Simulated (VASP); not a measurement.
# Na (Im-3m) in VASP: relaxation of cell and atoms with LDA

Aim: the relaxation of cell and atoms of Na with LDA.

All numbers are computed with VASP 6.6.1; they aren't measurements. Logs are shortened: lines on timing, memory, paths and dates and some standing lists are left out, and cuts for length are marked.

## Step 1: The cell of the first run

Symmetry: Im-3m, No. 229, cubic system. The conventional cell has a = 3.240 Å, b = 3.240 Å, c = 3.240 Å, α = 90.00°, β = 90.00°, γ = 90.00°. Within 3.7 Å of Na (site symmetry m-3m) lie 14 Na at 2.81 to 3.24 Å.

## Step 2: Relaxation of cell and atoms, LDA, target pressure 22 GPa, at which the enthalpy is minimised

INCAR

```
SYSTEM = Na
PREC = Accurate
ENCUT = 600
EDIFF = 1E-6
ISMEAR = -1
SIGMA = 0.1
LREAL = .FALSE.
LASPH = .TRUE.
NELM = 60
ALGO = Normal
ISIF = 3
LWAVE = .FALSE.
LCHARG = .FALSE.
GGA = CA
IBRION = 2
NSW = 60
EDIFFG = -0.005
PSTRESS = 220.0
```

KPOINTS

```
regular mesh
0
G
  17 17 17
  0 0 0
```

POSCAR

```
Na
1.0
   -1.6197926245      1.6197926245      1.6197926245
    1.6197926245     -1.6197926245      1.6197926245
    1.6197926245      1.6197926245     -1.6197926245
Na
1
Direct
    0.0000000000      0.0000000000      0.0000000000
```

Potentials or basis: VASP PAW LDA potentials, release 64 (Na_pv).

Run with:

```console
cat potpaw_LDA.64/Na_pv/POTCAR > POTCAR
mpirun -np 1 vasp_std > vasp.out
```

OUTCAR:

```text
SYSTEM = Na
   PREC = Accurate
   ENCUT = 600
   EDIFF = 1E-6
   ISMEAR = -1
   LREAL = .FALSE.
   LASPH = .TRUE.
   NELM = 60
   ISIF = 3
   GGA = CA
   IBRION = 2
   NSW = 60
   EDIFFG = -0.005
   PSTRESS = 220.0

 ion  position               nearest neighbor table
   1  0.000  0.000  0.000-

  LATTYP: Found a body centered cubic cell.
 ALAT       =     3.2395852490

  Lattice vectors:

 A1 = (  -1.6197926245,   1.6197926245,   1.6197926245)
 A2 = (   1.6197926245,  -1.6197926245,   1.6197926245)
 A3 = (   1.6197926245,   1.6197926245,  -1.6197926245)

Analysis of symmetry for initial positions (statically):
=====================================================================
 Subroutine PRICEL returns:
 Original cell was already a primitive cell.

 Routine SETGRP: Setting up the symmetry group for a
 body centered cubic supercell.

 Subroutine GETGRP returns: Found 48 space group operations
 (whereof 48 operations were pure point group operations)
 out of a pool of 48 trial point group operations.

The static configuration has the point symmetry O_h .

Analysis of symmetry for dynamics (positions and initial velocities):
=====================================================================
 Subroutine PRICEL returns:
 Original cell was already a primitive cell.

 Routine SETGRP: Setting up the symmetry group for a
 body centered cubic supercell.

 Subroutine GETGRP returns: Found 48 space group operations
 (whereof 48 operations were pure point group operations)
 out of a pool of 48 trial point group operations.

The dynamic configuration has the point symmetry O_h .

 Subroutine INISYM returns: Found 48 space group operations
 (whereof 48 operations are pure point group operations),
 and found     1 'primitive' translations

----------------------------------------------------------------------------------------

                                     Primitive cell

  volume of cell :      16.9996

  direct lattice vectors                    reciprocal lattice vectors
    -1.619792625  1.619792625  1.619792625     0.000000000  0.308681489  0.308681489
     1.619792625 -1.619792625  1.619792625     0.308681489  0.000000000  0.308681489
     1.619792625  1.619792625 -1.619792625     0.308681489  0.308681489  0.000000000

  length of vectors
[... 93 lines left out ...]
   EMIN   =  10.00;   EMAX   =-10.00  energy-range for DOS
   EFERMI =   0.00;   METHOD = LEGACY
   ISMEAR =    -1;   SIGMA  =   0.10  broadening in eV -4-tet -1-fermi 0-gaus
   EFERMI_NEDOS =   21; number of points for ismear=-14 and -15
   IALGO  =     38    algorithm
   IMIX   =      4    mixing-type and parameters
     AMIX     =   0.40;   BMIX     =  1.00
     AMIX_MAG =   1.60;   BMIX_MAG =  1.00
  volume/ion in A,a.u.               =      17.00       114.72
  Fermi-wavevector in a.u.,A,eV,Ry     =   1.217946  2.301585 20.182786  1.483393
  Thomas-Fermi vector in A             =   2.353249
   LORBIT       =      0    0 simple, 1 ext, 2 COOP (PROOUT), +10 PAW based schemes
   GGA     = CA    functional components
   LHFCALC =     F    Hartree Fock is set to
   AEXX    =    0.0000 exact exchange contribution
   IVDW    =     0    specifies the selected vdW correction
   LEPSILON=     F    determine dielectric tensor
   LRPA    =     F    only Hartree local field effects (RPA)
 conjugate gradient relaxation of ions
 non-spin polarized calculation
  energy-cutoff  :      600.00
  volume of cell :       17.00
 maximum number of plane-waves:       586
   NGX = 11   NGY = 11   NGZ = 11

--------------------------------------- Ionic step        1  -------------------------------------------

 number of electron       6.9999995 magnetization

 Free energy of the ion-electron system (eV)
  ---------------------------------------------------
  ext. energy  EPLUGINS =         0.00000000
  ---------------------------------------------------
  free energy    TOTEN  =        -0.81246508 eV

  energy without entropy =       -0.80196152  energy(sigma->0) =       -0.80721330

------------------------ aborting loop because EDIFF is reached ----------------------------------------

  FORCE on cell =-STRESS in cart. coord.  units (eV):
  Direction    XX          YY          ZZ          XY          YZ          ZX
  --------------------------------------------------------------------------------------
  -------------------------------------------------------------------------------------
  Total        2.3251724      2.3251724      2.3251724     -0.0000000      0.0000000      0.0000000
  in kB      219.1429480    219.1429480    219.1429480     -0.0000000      0.0000000      0.0000000
  external PRESSURE =      -0.8570520 kB  Pullay stress =     220.0000000 kB
[... 94 lines left out ...]
  energy  without entropy=       -0.8010894613  energy(sigma->0) =       -0.80634027

  enthalpy is  TOTEN    =         1.5218049961 eV   P V=        2.3333960652

[... ionic steps 4 to 17 ...]

--------------------------------------- Ionic step       18  -------------------------------------------

 number of electron       6.9999995 magnetization

------------------------ aborting loop because EDIFF is reached ----------------------------------------
[... 69 lines left out ...]
--------------------------------------- Ionic step       20  -------------------------------------------

 number of electron       6.9999995 magnetization

 Free energy of the ion-electron system (eV)
  ---------------------------------------------------
  ext. energy  EPLUGINS =         0.00000000
  ---------------------------------------------------
  free energy    TOTEN  =        -0.81483729 eV

  energy without entropy =       -0.80432814  energy(sigma->0) =       -0.80958271

 E-fermi :   3.6786     XC(G=0):  -9.3808

 val. band max:        3.6292034199   @ k =   0.2353   0.1765   0.1176
 cond. band min:       3.8023186274   @ k =   0.2353   0.2353   0.0588
 fundamental gap:      0.1731152075
 Fermi energy:         3.6785662583

 k-point     1 :       0.0000    0.0000    0.0000
  band No.  band energies     occupation
      1     -21.2901      2.00000
      2     -21.2901      2.00000
      3     -21.2901      2.00000
      4      -1.7313      2.00000
      5      21.0309      0.00000
      6      21.0309      0.00000
      7      21.0309      0.00000
[... 221 lines left out ...]
 k-point    24 :       0.1765    0.1765    0.0000
  band No.  band energies     occupation
      1     -21.5654      2.00000
      2     -21.3734      2.00000
      3     -21.3171      2.00000
      4       1.0449      2.00000
      5      11.9769      0.00000
      6      13.7330      0.00000
      7      19.0909      0.00000

 [... further k-points ...]
[... 5 lines left out ...]
  --------------------------------------------------------------------------------------
  -------------------------------------------------------------------------------------
  Total        2.3338932      2.3338932      2.3338932      0.0000000      0.0000000     -0.0000000
  in kB      219.7420695    219.7420695    219.7420695      0.0000000      0.0000000     -0.0000000
  external PRESSURE =      -0.2579305 kB  Pullay stress =     220.0000000 kB
[... 20 lines left out ...]
  energy  without entropy=       -0.8043281426  energy(sigma->0) =       -0.80958271

  enthalpy is  TOTEN    =         1.5217954509 eV   P V=        2.3366327362

 reached required accuracy - stopping structural energy minimisation
```

OSZICAR:

```text
N       E                     dE             d eps       ncg     rms          rms(c)
DAV:   1     0.200481492088E+02    0.20048E+02   -0.46063E+03  2317   0.117E+03
DAV:   2    -0.592383482764E+00   -0.20641E+02   -0.20607E+02  2569   0.143E+02
DAV:   3    -0.826102975819E+00   -0.23372E+00   -0.23372E+00  2814   0.212E+01
[... 84 lines left out ...]
       N       E                     dE             d eps       ncg     rms          rms(c)
DAV:   1    -0.814876361488E+00   -0.24113E-02   -0.12355E-03  2310   0.828E-01    0.401E-02
DAV:   2    -0.814848006882E+00    0.28355E-04   -0.32780E-05  2338   0.133E-01    0.205E-02
DAV:   3    -0.814837953787E+00    0.10053E-04   -0.14713E-05  2590   0.840E-02    0.202E-03
DAV:   4    -0.814837285319E+00    0.66847E-06   -0.63384E-07  1204   0.198E-02
  20 F= 0.15217955E+01 E0= 0.15270500E+01  d E =-.547666E-05
```

CONTCAR:

```text
Na
   1.00000000000000
    -1.6203398849639337    1.6203398849639334    1.6203398849639337
     1.6203398849639337   -1.6203398849639334    1.6203398849639337
     1.6203398849639337    1.6203398849639334   -1.6203398849639337
  Na
     1
Direct
     1.0000000000000000    1.0000000000000000    0.0000000000000000

  0.00000000E+00  0.00000000E+00  0.00000000E+00
```

Wall time 23 s (1 thread of Intel Xeon 6975P-C (Granite Rapids), shared host); peak memory 0.13 GiB.

What came out:

* Free energy: -0.8148 eV
* Relaxed volume: 17.02 Å³/atom
* Relaxed cell: a = 2.807 Å, b = 2.807 Å, c = 2.807 Å, α = 109.47°, β = 109.47°, γ = 109.47°
* Space group after relaxing (to 0.05 Å): Im-3m (No. 229)
* Energy change on relaxing (the enthalpy is what falls): -2.4 meV/atom
* Ionic steps: 20
* Pressure after relaxing: 22.0 GPa

The path:
```csv
step,energy change (eV),largest force (eV/Å),pressure (GPa),volume (Å³)
1,0.0000,0.0000,21.91,17.00
2,0.0031,0.0000,22.22,16.98
3,0.0009,0.0000,22.08,16.99
4,0.0004,0.0000,22.16,17.00
5,0.0002,0.0000,22.11,17.00
6,0.0001,0.0000,22.09,17.00
7,0.0000,0.0000,22.09,17.00
8,0.0000,0.0000,22.09,17.00
9,0.0000,0.0000,22.09,17.00
10,0.0000,0.0000,22.09,17.00
11,0.0000,0.0000,22.09,17.00
12,0.0000,0.0000,22.09,17.00
13,0.0000,0.0000,22.09,17.00
14,0.0000,0.0000,22.09,17.00
15,0.0000,0.0000,22.09,17.00
16,0.0000,0.0000,22.09,17.00
17,0.0000,0.0000,22.09,17.00
18,0.0000,0.0000,22.09,17.00
19,0.0000,0.0000,22.09,17.00
20,-0.0024,0.0000,21.97,17.02
```

Final structure:
```
Na
1.0
    -1.62034    1.62034    1.62034
     1.62034   -1.62034    1.62034
     1.62034    1.62034   -1.62034
Na
1
Direct
  0.00000 0.00000 0.00000
```

Caveat: the cell is relaxed towards a set pressure, so the enthalpy falls and the energy may rise.
